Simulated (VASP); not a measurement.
The system is AlCu.

```
Al Cu
1.0
     2.99751    0.00000    0.00000
     0.00000    2.99751    0.00000
     0.00000    0.00000    2.99751
Al Cu
1 1
Direct
  0.00000 0.00000 0.00000
  0.50000 0.50000 0.50000
```

- Program: VASP 6.6.1
- Task: relaxation of cell and atoms
- Functional: r2SCAN
- Potentials or basis: VASP PAW PBE potentials, release 64 (Al, Cu)
- Cutoff: 600 eV
- k mesh: 14 × 14 × 14
- Occupations: gaussian, width 0.1 eV
- Spin: no spin polarisation

At the start: pressure -4.9 GPa; volume 13.47 Å³/atom.

Problem. How do energy, volume and symmetry change on relaxing?

Solution. Over 5 steps the energy falls by 8.7 meV/atom and the volume is 12.93 Å³/atom (-4.0 %); space group Pm-3m (No. 221, to 0.05 Å).

Step by step:
| step | energy change (eV) | largest force (eV/Å) | pressure (GPa) | volume (Å³) |
| --- | --- | --- | --- | --- |
| 1 | 0.0000 | 0.0000 | -4.93 | 26.93 |
| 2 | -0.0135 | 0.0000 | 2.68 | 25.35 |
| 3 | -0.0175 | 0.0000 | 0.06 | 25.84 |
| 4 | -0.0175 | 0.0000 | -0.08 | 25.86 |
| 5 | -0.0175 | 0.0000 | 0.06 | 25.86 |

Final structure:
```
CELL_PARAMETERS angstrom
2.95730 0.00000 0.00000
0.00000 2.95730 0.00000
0.00000 0.00000 2.95730
ATOMIC_POSITIONS crystal
Al 0.00000 0.00000 0.00000
Cu 0.50000 0.50000 0.50000
```

Caveat: the PAW data sets were made with another functional, which shifts forces and pressure a little.
